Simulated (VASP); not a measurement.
Write the native input for VASP 6.6.1 that does the following.

```
Task                   : single point
Functional             : PBEsol
Potentials or basis    : VASP PAW PBE potentials, release 64 (Mo_sv)
Cutoff                 : 520 eV
k mesh                 : 12 × 12 × 14
Occupations            : gaussian, width 0.15 eV
Spin                   : no spin polarisation
Dipole correction      : no
Further INCAR settings : ALGO = Fast; EDIFF = 1e-06; NBANDS = 13
```

The structure of Mo lies in POSCAR:

```
Mo
1.0
    2.9900106823      0.0039524444      0.9107853754
   -1.4970165626      2.2124455955     -0.4582477616
    0.8464472485      0.0041154470      2.5735134842
Mo
1
Direct
    0.0000000000      0.0000000000      0.5000000000
```

These files were run (other wordings do the same):

INCAR

```
SYSTEM = Mo
PREC = Accurate ; ENCUT = 520
EDIFF = 1E-6 ; ISMEAR = 0
SIGMA = 0.15 ; LREAL = .FALSE.
LASPH = .TRUE. ; NELM = 80
ALGO = Fast ; ISIF = 2
LWAVE = .FALSE. ; LCHARG = .FALSE.
GGA = PS ; NBANDS = 13
```

KPOINTS

```
regular mesh
0
G
  12 12 14
  0 0 0
```

Potentials or basis: VASP PAW PBE potentials, release 64 (Mo_sv).

Run with:

```console
$ cat potpaw_PBE.64/Mo_sv/POTCAR > POTCAR
$ mpirun -np 1 vasp_std > vasp.out
```

It gave:

* Pressure: 0.6 GPa
* Band gap on the k mesh: zero (bands 7 and 8 overlap by 5.50 eV)

Caveat: the PAW data sets were made with another functional, which shifts forces and pressure a little.

Wall time 27 s on 1 thread of Intel(R) Xeon(R) 6975P-C (Granite Rapids), on a shared host, peak memory 0.21 GiB.
